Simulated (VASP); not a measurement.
# CsSe2N (R-3m) in VASP: further runs

Aim: see how the results for CsSe2N move with the level of theory and the settings. Levels: LDA, revPBE. Tasks: single point, relaxation of cell and atoms.

Everything below comes from runs of VASP 6.6.1. Logs are shortened: lines on timing, memory, paths and dates and some standing lists are left out, and cuts for length are marked.

## Step 1: The cell of the first run

It takes space group R-3m (No. 166, trigonal). Conventional cell: a = 3.560 Å, b = 3.560 Å, c = 23.888 Å, α = 90.00°, β = 90.00°, γ = 120.00°. Se (site symmetry 3m) has 3 N at 2.38 Å and 3 Se at 3.15 Å within 3.2 Å. N (site symmetry -3m) has 6 Se at 2.38 Å within 3.1 Å. Cs (site symmetry -3m) has 6 Se at 3.46 Å and 6 Cs at 3.56 Å and 6 N at 4.48 Å within 4.6 Å.

## Step 2: Single point, LDA

Input file INCAR:

```
SYSTEM = CsSe2N
  ALGO = Normal
  EDIFF = 1E-7
  ENCUT = 520
  ISIF = 2
  ISMEAR = 0
  LASPH = .TRUE.
  LCHARG = .FALSE.
  LREAL = .FALSE.
  LWAVE = .FALSE.
  NBANDS = 21
  NELM = 80
  PREC = Accurate
  SIGMA = 0.0362
```

Input file KPOINTS:

```
k-points
0
G
  9 9 9
  0 0 0
```

Input file POSCAR:

```
CsSe2N
1.0
    3.5602036248      0.0000002597      0.0000000787
   -1.7801020373      3.0832266519     -0.0000005843
   -0.0000000260     -2.0554831137      7.9626254026
Se N Cs
2 1 1
Direct
    0.2166429523      0.4332859046      0.6499288569
    0.7833570477      0.5667140954      0.3500711431
    0.5000000000      0.0000000000      0.5000000000
    0.0000000000      0.0000000000      0.0000000000
```

Potentials or basis: VASP PAW LDA potentials, release 64 (Se, N, Cs_sv).

On the command line:

```sh
$ cat potpaw_LDA.64/Se/POTCAR potpaw_LDA.64/N/POTCAR potpaw_LDA.64/Cs_sv/POTCAR > POTCAR
$ mpirun -np 1 vasp_std > vasp.out
```

OUTCAR:

```text
SYSTEM = CsSe2N
   EDIFF = 1E-7
   ENCUT = 520
   ISIF = 2
   ISMEAR = 0
   LASPH = .TRUE.
   LREAL = .FALSE.
   NELM = 80
   PREC = Accurate

 ion  position               nearest neighbor table
   1  0.217  0.433  0.650-
   2  0.783  0.567  0.350-
   3  0.500  0.000  0.500-
   4  0.000  0.000  0.000-

  LATTYP: Found a trigonal (rhomboedric) cell.
 ALAT       =     8.2236496845
 COS(alpha) =     0.9062890206

  Lattice vectors:

 A1 = (  -0.0000000260,  -2.0554831137,   7.9626254026)
 A2 = (   1.7801015615,   1.0277437979,   7.9626248970)
 A3 = (  -1.7801020633,   1.0277435382,   7.9626248183)

Analysis of symmetry for initial positions (statically):
=====================================================================
 Subroutine PRICEL returns:
 Original cell was already a primitive cell.

 Routine SETGRP: Setting up the symmetry group for a
 trigonal (rhombohedral) supercell.

 Subroutine GETGRP returns: Found 12 space group operations
 (whereof 12 operations were pure point group operations)
 out of a pool of 12 trial point group operations.

The static configuration has the point symmetry D_3d.

Analysis of symmetry for dynamics (positions and initial velocities):
=====================================================================
 Subroutine PRICEL returns:
 Original cell was already a primitive cell.

 Routine SETGRP: Setting up the symmetry group for a
 trigonal (rhombohedral) supercell.

 Subroutine GETGRP returns: Found 12 space group operations
 (whereof 12 operations were pure point group operations)
 out of a pool of 12 trial point group operations.

The dynamic configuration has the point symmetry D_3d.

 Subroutine INISYM returns: Found 12 space group operations
 (whereof 12 operations are pure point group operations),
 and found     1 'primitive' translations

----------------------------------------------------------------------------------------

                                     Primitive cell

  volume of cell :      87.4051

  direct lattice vectors                    reciprocal lattice vectors
     3.560203625  0.000000260  0.000000079     0.280882798  0.162167794  0.041862219
    -1.780102037  3.083226652 -0.000000584    -0.000000026  0.324335547  0.083724426
    -0.000000026 -2.055483114  7.962625403    -0.000000003  0.000000022  0.125586725

  length of vectors
     3.560203625  3.560203625  8.223649684     0.327025970  0.334967650  0.125586725

  position of ions in fractional coordinates (direct lattice)
     0.216642952  0.433285905  0.649928857
     0.783357048  0.566714095  0.350071143
     0.500000000  1.000000000  0.500000000
     0.000000000  0.000000000  0.000000000

  ion indices of the primitive-cell ions
   primitive index   ion index
                 1           1
                 2           2
                 3           3
                 4           4

----------------------------------------------------------------------------------------

 KPOINTS: k-points

Automatic generation of k-mesh.
 Grid dimensions read from file:
 generate k-points for:    9    9    9

 Generating k-lattice:

  Cartesian coordinates                     Fractional coordinates (reciprocal lattice)
     0.031209200  0.018018644  0.004651358     0.111111111 -0.000000000  0.000000000
    -0.000000003  0.036037283  0.009302714    -0.000000000  0.111111111 -0.000000000
    -0.000000000  0.000000002  0.013954081     0.000000000  0.000000000  0.111111111

  Length of vectors
     0.036336219  0.037218628  0.013954081

  Shift w.r.t. Gamma in fractional coordinates (k-lattice)
     0.000000000  0.000000000  0.000000000

 Subroutine IBZKPT returns following result:
 ===========================================

 Found     85 irreducible k-points:

 Following reciprocal coordinates:
            Coordinates               Weight
  0.000000  0.000000  0.000000      1.000000
  0.111111 -0.000000 -0.000000      6.000000
  0.222222  0.000000 -0.000000      6.000000
  0.333333  0.000000 -0.000000      6.000000
  0.444444  0.000000 -0.000000      6.000000
  0.000000  0.111111 -0.000000      6.000000
[... 16 lines left out ...]
  0.333333  0.333333  0.000000      6.000000
  0.000000  0.444444  0.000000      6.000000
 [... further k-points ...]
   k-points           NKPTS =     85   k-points in BZ     NKDIM =     85   number of bands    NBANDS=     21
   number of dos      NEDOS =    301   number of ions     NIONS =      4
   total plane-waves  NPLWV =  50176
   dimension x,y,z NGX =    28 NGY =   28 NGZ =   64
   dimension x,y,z NGXF=    56 NGYF=   56 NGZF=  128
   ions per type =               2   1   1
   NGX,Y,Z   is equivalent  to a cutoff of  13.07, 13.07, 12.94 a.u.
   NGXF,Y,Z  is equivalent  to a cutoff of  26.15, 26.15, 25.88 a.u.
 SYSTEM =  CsSe2N
   PREC   = accura    normal or accurate (medium, high low for compatibility)
   ISTART =      0    job   : 0-new  1-cont  2-samecut
   ICHARG =      2    charge: 1-file 2-atom 10-const
   ISPIN  =      1    spin polarized calculation?
   LNONCOLLINEAR =      F non collinear calculations
   LSORBIT =      F    spin-orbit coupling
   LASPH  =      T    aspherical Exc in radial PAW
   ENCUT  =  520.0 eV  38.22 Ry    6.18 a.u.   6.62  6.62 15.29*2*pi/ulx,y,z
   NELM   =     80;   NELMIN=  2; NELMDL= -5     # of ELM steps
   EDIFF  = 0.1E-06   stopping-criterion for ELM
   LREAL  =      F    real-space projection
   EDIFFG = 0.1E-05   stopping-criterion for IOM
   NSW    =      0    number of steps for IOM
   IBRION =     -1    ionic relax: 0-MD 1-quasi-New 2-CG
   NFREE  =      0    steps in history (QN), initial steepest desc. (CG)
   ISIF   =      2    stress and relaxation
   ISYM   =      2    0-nonsym 1-usesym 2-fastsym
   POTIM  = 0.5000    time-step for ionic-motion
   TEBEG  =    0.0;   TEEND  =   0.0 temperature during run
   PSTRESS=    0.0 pullay stress
   NELECT =      26.0000    total number of electrons
   NUPDOWN=      -1.0000    fix difference up-down
   EMIN   =  10.00;   EMAX   =-10.00  energy-range for DOS
   EFERMI =   0.00;   METHOD = LEGACY
   ISMEAR =     0;   SIGMA  =   0.04  broadening in eV -4-tet -1-fermi 0-gaus
   EFERMI_NEDOS =   21; number of points for ismear=-14 and -15
   IALGO  =     38    algorithm
   IMIX   =      4    mixing-type and parameters
     AMIX     =   0.40;   BMIX     =  1.00
     AMIX_MAG =   1.60;   BMIX_MAG =  1.00
  volume/ion in A,a.u.               =      21.85       147.46
  Fermi-wavevector in a.u.,A,eV,Ry     =   1.092833  2.065155 16.249216  1.194284
  Thomas-Fermi vector in A             =   2.229106
   LORBIT       =      0    0 simple, 1 ext, 2 COOP (PROOUT), +10 PAW based schemes
   GGA     = CA    functional components
   LHFCALC =     F    Hartree Fock is set to
   AEXX    =    0.0000 exact exchange contribution
   IVDW    =     0    specifies the selected vdW correction
   LEPSILON=     F    determine dielectric tensor
   LRPA    =     F    only Hartree local field effects (RPA)
 non-spin polarized calculation
 Gauss-broadening in eV      SIGMA  =   0.04
  energy-cutoff  :      520.00
  volume of cell :       87.41
 maximum number of plane-waves:      2394
   NGX = 13   NGY = 13   NGZ = 31

 number of electron      26.0000000 magnetization

 Free energy of the ion-electron system (eV)
  ---------------------------------------------------
  ext. energy  EPLUGINS =         0.00000000
  ---------------------------------------------------
  free energy    TOTEN  =       -15.45228283 eV

  energy without entropy =      -15.45185375  energy(sigma->0) =      -15.45206829

 E-fermi :   4.5890     XC(G=0): -10.1573

 val. band max:        4.5736558204   @ k =  -0.2222   0.0000   0.1111
 cond. band min:       4.7362752401   @ k =   0.0000   0.0000   0.2222
 fundamental gap:      0.1626194197
 Fermi energy:         4.5890247060

 k-point     1 :       0.0000    0.0000    0.0000
  band No.  band energies     occupation
      1     -18.8498      2.00000
      2     -12.0634      2.00000
      3      -8.5294      2.00000
      4      -5.4982      2.00000
      5      -5.1016      2.00000
      6      -3.9024      2.00000
[... 13 lines left out ...]
     20      10.4352      0.00000
     21      11.7307      0.00000

 k-point     2 :       0.1111   -0.0000   -0.0000
  band No.  band energies     occupation
      1     -18.7830      2.00000
      2     -11.9230      2.00000
      3      -8.4208      2.00000
      4      -5.7078      2.00000
      5      -5.0503      2.00000
      6      -4.3640      2.00000
[... 13 lines left out ...]
     20      10.7190      0.00000
     21      11.0812      0.00000

 k-point     3 :       0.2222    0.0000   -0.0000
  band No.  band energies     occupation
      1     -18.6063      2.00000
      2     -11.5126      2.00000
      3      -8.1451      2.00000
      4      -6.2680      2.00000
      5      -5.3597      2.00000
      6      -4.9831      2.00000
[... 13 lines left out ...]
     20      10.6083      0.00000
     21      11.3808      0.00000

 k-point     4 :       0.3333    0.0000   -0.0000
  band No.  band energies     occupation
      1     -18.3902      2.00000
      2     -10.8768      2.00000
      3      -7.9518      2.00000
      4      -7.0137      2.00000
      5      -6.2457      2.00000
      6      -4.9057      2.00000
[... 13 lines left out ...]
     20      11.0226      0.00000
     21      11.5430      0.00000

 k-point     5 :       0.4444    0.0000   -0.0000
  band No.  band energies     occupation
      1     -18.2389      2.00000
      2     -10.1911      2.00000
      3      -8.3354      2.00000
      4      -7.4628      2.00000
      5      -6.5309      2.00000
      6      -4.8197      2.00000
[... 13 lines left out ...]
     20      11.4335      0.00000
     21      11.8685      0.00000
[... 382 lines left out ...]
     20      10.7524      0.00000
     21      11.4815      0.00000

 k-point    22 :       0.2222    0.3333   -0.0000
  band No.  band energies     occupation
      1     -18.1732      2.00000
      2      -9.8842      2.00000
      3      -8.1474      2.00000
      4      -7.5266      2.00000
      5      -6.6578      2.00000
      6      -5.6032      2.00000
[... 13 lines left out ...]
     20      10.5109      0.00000
     21      11.2328      0.00000

 k-point    23 :       0.3333    0.3333    0.0000
  band No.  band energies     occupation
      1     -18.1318      2.00000
      2      -9.5870      2.00000
      3      -7.9803      2.00000
      4      -7.9797      2.00000
      5      -6.2809      2.00000
      6      -6.2763      2.00000
[... 13 lines left out ...]
     20       9.8184      0.00000
     21      11.3119      0.00000

 k-point    24 :       0.0000    0.4444    0.0000
  band No.  band energies     occupation
      1     -18.2389      2.00000
      2     -10.1894      2.00000
      3      -8.4361      2.00000
      4      -7.0028      2.00000
      5      -6.9047      2.00000
      6      -4.8692      2.00000
[... 13 lines left out ...]
     20      11.3052      0.00000
     21      11.3691      0.00000

 [... further k-points ...]
[... 5 lines left out ...]
  --------------------------------------------------------------------------------------
  -------------------------------------------------------------------------------------
  Total        0.1346451      0.1346451      0.1475024      0.0000000      0.0000000     -0.0000000
  in kB        2.4681111      2.4681111      2.7037902      0.0000000      0.0000000     -0.0000000
  external PRESSURE =       2.5466708 kB  Pullay stress =       0.0000000 kB

 VOLUME and BASIS-vectors are now :
 -----------------------------------------------------------------------------
  energy-cutoff  :      520.00
  volume of cell :       87.41
      direct lattice vectors                 reciprocal lattice vectors
     3.560203625  0.000000260  0.000000079     0.280882798  0.162167794  0.041862219
    -1.780102037  3.083226652 -0.000000584    -0.000000026  0.324335547  0.083724426
    -0.000000026 -2.055483114  7.962625403    -0.000000003  0.000000022  0.125586725

 POSITION                                       TOTAL-FORCE (eV/Angst)
 -----------------------------------------------------------------------------------
     -0.00000      0.00000      5.17514         0.000000     -0.000000     -0.013352
      1.78010      1.02774      2.78749        -0.000000      0.000000      0.013352
      1.78010     -1.02774      3.98131         0.000000      0.000000      0.000000
      0.00000      0.00000      0.00000         0.000000      0.000000      0.000000
 -----------------------------------------------------------------------------------
    total drift:                                0.000000     -0.000000      0.000000

  FREE ENERGIE OF THE ION-ELECTRON SYSTEM (eV)
  ---------------------------------------------------
  free  energy   TOTEN  =       -15.4522828330 eV

  energy  without entropy=      -15.4518537487  energy(sigma->0) =      -15.45206829
```

Wall time 4.5 min (1 thread of Intel Xeon 8259CL, shared host); peak memory 0.29 GiB.

Results:

```yaml
Free_energy: -15.4523 eV
Pressure: 0.3 GPa
Largest_force: 0.013 eV/Å
Band_gap_on_the_k_mesh: zero (bands 13 and 14 overlap by 0.29 eV)
```

Forces in eV/Å, atoms in the order of the input:
```
Se   0.000  0.000 -0.013
Se   0.000  0.000  0.013
N    0.000  0.000  0.000
Cs   0.000  0.000  0.000
```

Levels at points of the mesh, in eV from the Fermi level:
```
           k point  band 11  band 12  band 13  band 14  band 15  band 16
(0.00, 0.00, 0.00)    -1.88    -0.44    -0.44     0.53     1.26     1.94
```

Caveat: spin-orbit coupling is left out, which moves the levels of the heavy elements.

(Part 1 of 2 ends here.)

The gap in the log of VASP goes by the Fermi energy; the results here count the filled bands.